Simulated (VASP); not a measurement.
Hg: single point with RPBE

The system is Hg.

```
Hg
1.0
     0.00000    3.79128    3.79128
     3.79128    0.00000    3.79128
     3.79128    3.79128    0.00000
Hg
1
Direct
  0.00000 0.00000 0.00000
```

This cell differs from its parent crystal: volume scaled by 1.12.

```
Program                : VASP 6.6.1
Task                   : single point
Functional             : RPBE
Potentials or basis    : VASP PAW PBE potentials, release 64 (Hg)
Cutoff                 : 520 eV
k mesh                 : 9 × 9 × 9
Occupations            : fermi-dirac, width 0.1 eV
Spin                   : no spin polarisation
Dipole correction      : no
Further INCAR settings : ALGO = Normal; EDIFF = 1e-06; NBANDS = 12
```

| Property | Result |
| --- | --- |
| Pressure | 0.0 GPa |
| Band gap on the k mesh | 4.33 eV, indirect (least direct gap 4.51 eV) |

Levels at points of the mesh, in eV from the valence-band top:
```tsv
k point	band 3	band 4	band 5	band 6	band 7	band 8	band 9	band 10
(0.00, 0.00, 0.00)	-3.30	-3.29	-3.29	-0.73	7.57	7.57	7.57	7.89
```

Wall time 29 s on 1 thread of Intel(R) Xeon(R) Platinum 8375C CPU @ 2.90GHz (Ice Lake), with other jobs on the host, peak memory 0.25 GiB.

Caveat: the PAW data sets were made with another functional, which shifts forces and pressure a little; spin-orbit coupling is left out, which moves the levels of the heavy elements. A k mesh can miss the band edges.
